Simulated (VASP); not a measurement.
**BN: single point with r2SCAN**

Crystal: BN.

```
N B
1.0
     2.47414    0.00000    0.00000
    -1.22986    2.14682    0.00000
    -0.62214   -1.07341    2.98169
N B
1 1
Direct
  0.66851 0.33238 0.98500
  0.97964 0.98350 0.00181
```

- Program: VASP 6.6.1
- Task: single point
- Functional: r2SCAN
- Potentials or basis: VASP PAW PBE potentials, release 64 (N, B)
- Cutoff: 520 eV
- k mesh: 13 × 13 × 9
- Occupations: fermi-dirac, width 0.05 eV
- Spin: no spin polarisation

```yaml
Pressure: 13.2 GPa
Largest_force: 2.986 eV/Å
Band_gap_on_the_k_mesh: 3.30 eV (least direct gap 5.33 eV)
```

Forces on the atoms (eV/Å):
```
N   -1.819 -2.290  0.601
B    1.819  2.290 -0.601
```

Stress tensor (GPa, compression positive):
```
 8.61 -6.13  0.65
-6.13 23.45  1.32
 0.65  1.32  7.64
```

Levels at points of the mesh, in eV from the valence-band top:
```csv
k point,band 1,band 2,band 3,band 4,band 5,band 6,band 7,band 8
"(0.00, 0.00, 0.00)",-19.68,-4.12,-2.64,-0.90,6.03,11.13,13.28,14.61
```

Run time: 4.5 min on 1 thread of Intel(R) Xeon(R) Platinum 8488C (Sapphire Rapids) (shared host), peak memory 0.23 GiB.

Caveat: the cell stands under pressure; the PAW data sets were made with another functional, which shifts forces and pressure a little; an odd mesh through Γ misses points on the zone boundary, where band edges can lie.
